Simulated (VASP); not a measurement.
# La3LuO2 (P4mm) in VASP: further runs

The runs below take La3LuO2 through single point, with PBE.

All numbers are computed with VASP 6.6.1; they aren't measurements. Logs are shortened: lines on timing, memory, paths and dates and some standing lists are left out, and cuts for length are marked.

### Step 1. The cell of the first run

It takes space group P4mm (No. 99, tetragonal). The conventional cell has a = 3.771 Å, b = 3.771 Å, c = 8.208 Å, α = 90.00°, β = 90.00°, γ = 90.00°. Within 3.5 Å of La (site symmetry 2mm) lie 4 La at 2.67 Å and 4 O at 2.87 to 2.90 Å. La (site symmetry 4mm) has 5 O at 2.82 to 2.91 Å and 4 Lu at 3.34 Å and 4 La at 3.65 Å within 3.7 Å. Lu (site symmetry 4mm) has 5 O at 2.82 to 2.93 Å and 8 La at 3.34 to 3.61 Å within 3.7 Å. Within 3.7 Å of O (site symmetry 4mm) lie 8 La at 2.82 to 2.90 Å and 1 Lu at 2.93 Å. O (site symmetry 4mm) has 4 Lu at 2.82 Å and 5 La at 2.87 to 2.91 Å within 3.7 Å.

### Step 2. Single point, PBE

INCAR

```
SYSTEM = La3LuO2
PREC = Accurate
ENCUT = 520
EDIFF = 1E-7
ISMEAR = 0
SIGMA = 0.1
LREAL = .FALSE.
LASPH = .TRUE.
NELM = 60
ALGO = Normal
ISIF = 2
LWAVE = .FALSE.
LCHARG = .FALSE.
GGA = PE
NBANDS = 44
```

KPOINTS

```
Automatic mesh
0
G
  4 4 2
  0 0 0
```

POSCAR

```
La3LuO2
1.0
    3.7712559200      0.0000000000      0.0000000000
    0.0000000000      3.7712559200      0.0000000000
    0.0000000000      0.0000000000      8.2078286800
La Lu O
3 1 2
Direct
    0.5000000000      0.0000000000      0.9983087800
    0.0000000000      0.5000000000      0.9983087800
    0.0000000000      0.0000000000      0.3792572600
    0.5000000000      0.5000000000      0.6236239100
    0.5000000000      0.5000000000      0.2665635600
    0.0000000000      0.0000000000      0.7339377400
```

Potentials or basis: VASP PAW PBE potentials, release 64 (La, Lu, O).

Command:

```sh
$ cat potpaw_PBE.64/La/POTCAR potpaw_PBE.64/Lu/POTCAR potpaw_PBE.64/O/POTCAR > POTCAR
$ mpirun -np 1 vasp_std > vasp.out
```

OUTCAR:

```text
SYSTEM = La3LuO2
   PREC = Accurate
   ENCUT = 520
   EDIFF = 1E-7
   ISMEAR = 0
   LREAL = .FALSE.
   LASPH = .TRUE.
   NELM = 60
   ISIF = 2
   GGA = PE

 ion  position               nearest neighbor table
   1  0.500  0.000  0.998-   2 2.67   2 2.67   2 2.67   2 2.67   4 3.61   4 3.61   3 3.65   3 3.65

   2  0.000  0.500  0.998-   1 2.67   1 2.67   1 2.67   1 2.67   4 3.61   4 3.61   3 3.65   3 3.65

   3  0.000  0.000  0.379-   5 2.82   5 2.82   5 2.82   5 2.82   4 3.34   4 3.34   4 3.34   4 3.34
                             2 3.65   1 3.65   2 3.65   1 3.65
   4  0.500  0.500  0.624-   6 2.82   6 2.82   6 2.82   6 2.82   3 3.34   3 3.34   3 3.34   3 3.34
                             1 3.61   1 3.61   2 3.61   2 3.61
   5  0.500  0.500  0.267-   3 2.82   3 2.82   3 2.82   3 2.82
   6  0.000  0.000  0.734-   4 2.82   4 2.82   4 2.82   4 2.82

  LATTYP: Found a simple tetragonal cell.
 ALAT       =     3.7712559200
 C/A-ratio  =     2.1764178444

  Lattice vectors:

 A1 = (   3.7712559200,   0.0000000000,   0.0000000000)
 A2 = (   0.0000000000,   3.7712559200,   0.0000000000)
 A3 = (   0.0000000000,   0.0000000000,   8.2078286800)

Analysis of symmetry for initial positions (statically):
=====================================================================
 Subroutine PRICEL returns:
 Original cell was already a primitive cell.

 Routine SETGRP: Setting up the symmetry group for a
 simple tetragonal supercell.

 Subroutine GETGRP returns: Found  8 space group operations
 (whereof  8 operations were pure point group operations)
 out of a pool of 16 trial point group operations.

The static configuration has the point symmetry C_4v.

Analysis of symmetry for dynamics (positions and initial velocities):
=====================================================================
 Subroutine PRICEL returns:
 Original cell was already a primitive cell.

 Routine SETGRP: Setting up the symmetry group for a
 simple tetragonal supercell.

 Subroutine GETGRP returns: Found  8 space group operations
 (whereof  8 operations were pure point group operations)
 out of a pool of 16 trial point group operations.

The dynamic configuration has the point symmetry C_4v.

 Subroutine INISYM returns: Found  8 space group operations
 (whereof  8 operations are pure point group operations),
 and found     1 'primitive' translations

----------------------------------------------------------------------------------------

                                     Primitive cell

  volume of cell :     116.7348

  direct lattice vectors                    reciprocal lattice vectors
     3.771255920  0.000000000  0.000000000     0.265163654  0.000000000  0.000000000
     0.000000000  3.771255920  0.000000000     0.000000000  0.265163654  0.000000000
     0.000000000  0.000000000  8.207828680     0.000000000  0.000000000  0.121834902

  length of vectors
     3.771255920  3.771255920  8.207828680     0.265163654  0.265163654  0.121834902

  position of ions in fractional coordinates (direct lattice)
     0.500000000  0.000000000  0.998308780
     0.000000000  0.500000000  0.998308780
     0.000000000  0.000000000  0.379257260
     0.500000000  0.500000000  0.623623910
     0.500000000  0.500000000  0.266563560
     0.000000000  0.000000000  0.733937740

  ion indices of the primitive-cell ions
   primitive index   ion index
                 1           1
                 2           2
                 3           3
                 4           4
                 5           5
                 6           6

----------------------------------------------------------------------------------------

 KPOINTS: Automatic mesh

Automatic generation of k-mesh.
 Grid dimensions read from file:
 generate k-points for:    4    4    2

 Generating k-lattice:

  Cartesian coordinates                     Fractional coordinates (reciprocal lattice)
     0.066290914  0.000000000  0.000000000     0.250000000  0.000000000  0.000000000
     0.000000000  0.066290914  0.000000000     0.000000000  0.250000000  0.000000000
     0.000000000  0.000000000  0.060917451     0.000000000  0.000000000  0.500000000

  Length of vectors
     0.066290914  0.066290914  0.060917451

  Shift w.r.t. Gamma in fractional coordinates (k-lattice)
     0.000000000  0.000000000  0.000000000

 Subroutine IBZKPT returns following result:
 ===========================================

 Found     12 irreducible k-points:

 Following reciprocal coordinates:
            Coordinates               Weight
  0.000000  0.000000  0.000000      1.000000
  0.250000  0.000000  0.000000      4.000000
  0.500000  0.000000  0.000000      2.000000
  0.250000  0.250000  0.000000      4.000000
  0.500000  0.250000  0.000000      4.000000
  0.500000  0.500000  0.000000      1.000000
  0.000000  0.000000  0.500000      1.000000
  0.250000  0.000000  0.500000      4.000000
  0.500000  0.000000  0.500000      2.000000
  0.250000  0.250000  0.500000      4.000000
  0.500000  0.250000  0.500000      4.000000
  0.500000  0.500000  0.500000      1.000000
   k-points           NKPTS =     12   k-points in BZ     NKDIM =     12   number of bands    NBANDS=     44
   number of dos      NEDOS =    301   number of ions     NIONS =      6
   total plane-waves  NPLWV =  50176
   dimension x,y,z NGX =    28 NGY =   28 NGZ =   64
   dimension x,y,z NGXF=    56 NGYF=   56 NGZF=  128
   ions per type =               3   1   2
   NGX,Y,Z   is equivalent  to a cutoff of  12.34, 12.34, 12.96 a.u.
   NGXF,Y,Z  is equivalent  to a cutoff of  24.69, 24.69, 25.93 a.u.
 SYSTEM =  La3LuO2
   PREC   = accura    normal or accurate (medium, high low for compatibility)
   ISTART =      0    job   : 0-new  1-cont  2-samecut
   ICHARG =      2    charge: 1-file 2-atom 10-const
   ISPIN  =      1    spin polarized calculation?
   LNONCOLLINEAR =      F non collinear calculations
   LSORBIT =      F    spin-orbit coupling
   LASPH  =      T    aspherical Exc in radial PAW
   ENCUT  =  520.0 eV  38.22 Ry    6.18 a.u.   7.01  7.01 15.26*2*pi/ulx,y,z
   NELM   =     60;   NELMIN=  2; NELMDL= -5     # of ELM steps
   EDIFF  = 0.1E-06   stopping-criterion for ELM
   LREAL  =      F    real-space projection
   EDIFFG = 0.1E-05   stopping-criterion for IOM
   NSW    =      0    number of steps for IOM
   IBRION =     -1    ionic relax: 0-MD 1-quasi-New 2-CG
   NFREE  =      0    steps in history (QN), initial steepest desc. (CG)
   ISIF   =      2    stress and relaxation
   ISYM   =      2    0-nonsym 1-usesym 2-fastsym
   POTIM  = 0.5000    time-step for ionic-motion
   TEBEG  =    0.0;   TEEND  =   0.0 temperature during run
   PSTRESS=    0.0 pullay stress
   NELECT =      70.0000    total number of electrons
   NUPDOWN=      -1.0000    fix difference up-down
   EMIN   =  10.00;   EMAX   =-10.00  energy-range for DOS
   EFERMI =   0.00;   METHOD = LEGACY
   ISMEAR =     0;   SIGMA  =   0.10  broadening in eV -4-tet -1-fermi 0-gaus
   EFERMI_NEDOS =   21; number of points for ismear=-14 and -15
   IALGO  =     38    algorithm
   IMIX   =      4    mixing-type and parameters
     AMIX     =   0.40;   BMIX     =  1.00
     AMIX_MAG =   1.60;   BMIX_MAG =  1.00
  volume/ion in A,a.u.               =      19.46       131.29
  Fermi-wavevector in a.u.,A,eV,Ry     =   1.380514  2.608793 25.930232  1.905818
  Thomas-Fermi vector in A             =   2.505384
   LORBIT       =      0    0 simple, 1 ext, 2 COOP (PROOUT), +10 PAW based schemes
   GGA     = PE    functional components
   LHFCALC =     F    Hartree Fock is set to
   AEXX    =    0.0000 exact exchange contribution
   IVDW    =     0    specifies the selected vdW correction
   LEPSILON=     F    determine dielectric tensor
   LRPA    =     F    only Hartree local field effects (RPA)
 non-spin polarized calculation
 Gauss-broadening in eV      SIGMA  =   0.10
  energy-cutoff  :      520.00
  volume of cell :      116.73
 maximum number of plane-waves:      3168
   NGX = 15   NGY = 15   NGZ = 31

 number of electron      70.0000009 magnetization

 Free energy of the ion-electron system (eV)
  ---------------------------------------------------
  ext. energy  EPLUGINS =         0.00000000
  ---------------------------------------------------
  free energy    TOTEN  =       -32.85319230 eV

  energy without entropy =      -32.80351228  energy(sigma->0) =      -32.82835229

 E-fermi :   9.1393     XC(G=0): -11.2050

 val. band max:        9.1337648071   @ k =   0.2500   0.0000   0.0000
 cond. band min:       9.1830937957   @ k =   0.5000   0.5000   0.0000
 fundamental gap:      0.0493289886
 Fermi energy:         9.1393276678

 k-point     1 :       0.0000    0.0000    0.0000
  band No.  band energies     occupation
      1     -47.4541      2.00000
      2     -24.7540      2.00000
      3     -23.3704      2.00000
      4     -21.4159      2.00000
      5     -18.1487      2.00000
      6     -18.0528      2.00000
[... 36 lines left out ...]
     43      10.9972      0.00000
     44      11.3050      0.00000

 k-point     2 :       0.2500    0.0000    0.0000
  band No.  band energies     occupation
      1     -47.4527      2.00000
      2     -24.3607      2.00000
      3     -23.3352      2.00000
      4     -22.0334      2.00000
      5     -18.1481      2.00000
      6     -18.1096      2.00000
[... 36 lines left out ...]
     43      11.2706      0.00000
     44      11.4119      0.00000

 k-point     3 :       0.5000    0.0000    0.0000
  band No.  band energies     occupation
      1     -47.4513      2.00000
      2     -23.3526      2.00000
      3     -23.3009      2.00000
      4     -23.2515      2.00000
      5     -18.1669      2.00000
      6     -18.1460      2.00000
[... 36 lines left out ...]
     43      11.2288      0.00000
     44      11.2826      0.00000

 k-point     4 :       0.2500    0.2500    0.0000
  band No.  band energies     occupation
      1     -47.4513      2.00000
      2     -24.0314      2.00000
      3     -23.3006      2.00000
      4     -22.3660      2.00000
      5     -18.1433      2.00000
      6     -18.1045      2.00000
[... 36 lines left out ...]
     43      11.4142      0.00000
     44      11.5373      0.00000

 k-point     5 :       0.5000    0.2500    0.0000
  band No.  band energies     occupation
      1     -47.4499      2.00000
      2     -23.2853      2.00000
      3     -23.2032      2.00000
      4     -23.1872      2.00000
      5     -18.1596      2.00000
      6     -18.1392      2.00000
[... 36 lines left out ...]
     43      11.3489      0.00000
     44      11.4025      0.00000

 k-point     6 :       0.5000    0.5000    0.0000
  band No.  band energies     occupation
      1     -47.4485      2.00000
      2     -23.2349      2.00000
      3     -23.1008      2.00000
      4     -23.1008      2.00000
      5     -18.1524      2.00000
      6     -18.1524      2.00000
[... 36 lines left out ...]
     43      11.3287      0.00000
     44      11.4328      0.00000

 k-point     7 :       0.0000    0.0000    0.5000
  band No.  band energies     occupation
      1     -47.4541      2.00000
      2     -24.7541      2.00000
      3     -23.3702      2.00000
      4     -21.4159      2.00000
      5     -18.1491      2.00000
      6     -18.0528      2.00000
[... 36 lines left out ...]
     43      11.3410      0.00000
     44      11.3420      0.00000

 k-point     8 :       0.2500    0.0000    0.5000
  band No.  band energies     occupation
      1     -47.4527      2.00000
      2     -24.3608      2.00000
      3     -23.3352      2.00000
      4     -22.0334      2.00000
      5     -18.1481      2.00000
      6     -18.1095      2.00000
[... 36 lines left out ...]
     43      11.2111      0.00000
     44      11.3983      0.00000

 k-point     9 :       0.5000    0.0000    0.5000
  band No.  band energies     occupation
      1     -47.4513      2.00000
      2     -23.3500      2.00000
      3     -23.3009      2.00000
      4     -23.2542      2.00000
      5     -18.1666      2.00000
      6     -18.1457      2.00000
[... 36 lines left out ...]
     43      11.3361      0.00000
     44      11.3635      0.00000

 k-point    10 :       0.2500    0.2500    0.5000
  band No.  band energies     occupation
      1     -47.4513      2.00000
      2     -24.0314      2.00000
      3     -23.3007      2.00000
      4     -22.3660      2.00000
      5     -18.1433      2.00000
      6     -18.1044      2.00000
[... 36 lines left out ...]
     43      11.3323      0.00000
     44      11.3787      0.00000

 k-point    11 :       0.5000    0.2500    0.5000
  band No.  band energies     occupation
      1     -47.4499      2.00000
      2     -23.2839      2.00000
      3     -23.2032      2.00000
      4     -23.1887      2.00000
      5     -18.1595      2.00000
      6     -18.1391      2.00000
[... 36 lines left out ...]
     43      11.3398      0.00000
     44      11.3871      0.00000

 k-point    12 :       0.5000    0.5000    0.5000
  band No.  band energies     occupation
      1     -47.4485      2.00000
      2     -23.2349      2.00000
      3     -23.1009      2.00000
      4     -23.1009      2.00000
      5     -18.1525      2.00000
      6     -18.1525      2.00000
[... 36 lines left out ...]
     43      11.4160      0.00000
     44      11.4536      0.00000

------------------------ aborting loop because EDIFF is reached ----------------------------------------

  FORCE on cell =-STRESS in cart. coord.  units (eV):
  Direction    XX          YY          ZZ          XY          YZ          ZX
  --------------------------------------------------------------------------------------
  -------------------------------------------------------------------------------------
  Total       11.6287555     11.6287555      0.5129902      0.0000000      0.0000000      0.0000000
  in kB      159.6039112    159.6039112      7.0407567      0.0000000      0.0000000      0.0000000
  external PRESSURE =     108.7495264 kB  Pullay stress =       0.0000000 kB

 VOLUME and BASIS-vectors are now :
 -----------------------------------------------------------------------------
  energy-cutoff  :      520.00
  volume of cell :      116.73
      direct lattice vectors                 reciprocal lattice vectors
     3.771255920  0.000000000  0.000000000     0.265163654  0.000000000  0.000000000
     0.000000000  3.771255920  0.000000000     0.000000000  0.265163654  0.000000000
     0.000000000  0.000000000  8.207828680     0.000000000  0.000000000  0.121834902

 POSITION                                       TOTAL-FORCE (eV/Angst)
 -----------------------------------------------------------------------------------
      1.88563      0.00000      8.19395        -0.000000      0.000000     -0.292205
      0.00000      1.88563      8.19395         0.000000      0.000000     -0.292205
      0.00000      0.00000      3.11288        -0.000000      0.000000     -1.106526
      1.88563      1.88563      5.11860        -0.000000     -0.000000      1.303089
      1.88563      1.88563      2.18791        -0.000000      0.000000      0.307841
      0.00000      0.00000      6.02404        -0.000000      0.000000      0.080005
 -----------------------------------------------------------------------------------
    total drift:                                0.000000      0.000000     -0.003170

  FREE ENERGIE OF THE ION-ELECTRON SYSTEM (eV)
  ---------------------------------------------------
  free  energy   TOTEN  =       -32.8531922990 eV

  energy  without entropy=      -32.8035122772  energy(sigma->0) =      -32.82835229
```

It took 60 s on 1 thread of Intel Xeon 6975P-C (Granite Rapids), shared host; peak memory 0.26 GiB.

Results:

```
Free energy            : -32.8532 eV
Pressure               : 10.9 GPa
Largest force          : 1.303 eV/Å
Band gap on the k mesh : zero (band 35 reaches 9.36 eV, above the bottom of band 36 at 8.89 eV)
```

Forces in eV/Å, atoms in the order of the input:
```
La   0.000  0.000 -0.292
La   0.000  0.000 -0.292
La   0.000  0.000 -1.107
Lu   0.000  0.000  1.303
O    0.000  0.000  0.308
O    0.000  0.000  0.080
```

Stress tensor (GPa, compression positive):
```
15.96  0.00  0.00
 0.00 15.96  0.00
 0.00  0.00  0.70
```

Caveat: the k points lie up to 0.42 Å⁻¹ apart; spin-orbit coupling is left out, which moves the levels of the heavy elements; forces of over 1 eV/Å act on the atoms, so gaps and moduli don't describe the material at rest.

### Step 3. Single point, PBE

This run uses another cell than the first one, of 29.79 Å³/atom, 1.531 times its volume.

INCAR

```
PREC = Accurate
ENCUT = 520
EDIFF = 1E-7
ISMEAR = 0
SIGMA = 0.1
LREAL = F
LASPH = T
NELM = 80
ALGO = Normal
ISIF = 2
LWAVE = F
LCHARG = T
GGA = PE
LELF = T
LVHAR = T
NBANDS = 44
```

KPOINTS

```
regular mesh
0
Gamma
  4 4 2
```

POSCAR

```
La3LuO2
1.0
    4.3938817266      0.0000000000      0.0000000000
    0.0000000000      4.3938817266      0.0000000000
    0.0000000000      0.0000000000      9.2592993962
La Lu O
3 1 2
Direct
    0.5000000000      0.0000000000      0.9334123026
    0.0000000000      0.5000000000      0.9334123026
    0.0000000000      0.0000000000      0.3454580990
    0.5000000000      0.5000000000      0.5761627450
    0.5000000000      0.5000000000      0.3642025790
    0.0000000000      0.0000000000      0.8473520017
```

Potentials or basis: VASP PAW PBE potentials, release 64 (La, Lu, O).

Command:

```sh
$ cat potpaw_PBE.64/La/POTCAR potpaw_PBE.64/Lu/POTCAR potpaw_PBE.64/O/POTCAR > POTCAR
$ mpirun -np 1 vasp_std > vasp.out
```

It took 1.7 min on 1 thread of Intel Xeon 6975P-C (Granite Rapids), shared host; peak memory 0.35 GiB.

It converged, with:

```
Free energy            : -35.7871 eV
Pressure               : 0.1 GPa
Largest force          : 0.201 eV/Å
Band gap on the k mesh : zero (band 35 reaches 5.60 eV, above the bottom of band 36 at 4.67 eV)
```

Forces on the atoms (eV/Å):
```
La   0.000  0.000 -0.008
La   0.000  0.000 -0.008
La   0.000  0.000 -0.005
Lu   0.000  0.000  0.201
O    0.000  0.000 -0.197
O    0.000  0.000  0.017
```

Stress tensor (GPa, compression positive):
```
-0.07  0.00  0.00
 0.00 -0.07  0.00
 0.00  0.00  0.36
```

Levels at points of the mesh, in eV from the Fermi level:
| k point | band 33 | band 34 | band 35 | band 36 | band 37 | band 38 |
| --- | --- | --- | --- | --- | --- | --- |
| (0.00, 0.00, 0.00) | -1.98 | -1.11 | -0.70 | -0.21 | 0.66 | 0.72 |
| (0.50, 0.00, 0.00) | -0.74 | -0.32 | 0.28 | 0.72 | 0.78 | 0.80 |
| (0.50, 0.50, 0.00) | -0.51 | 0.06 | 0.06 | 0.47 | 0.47 | 0.53 |
| (0.00, 0.00, 0.50) | -1.94 | -1.11 | -0.81 | -0.65 | 0.67 | 0.82 |
| (0.50, 0.00, 0.50) | -0.29 | -0.28 | 0.14 | 0.40 | 0.78 | 0.78 |
| (0.50, 0.50, 0.50) | -0.41 | -0.19 | -0.19 | 0.50 | 0.74 | 0.81 |

Caveat: spin-orbit coupling is left out, which moves the levels of the heavy elements.
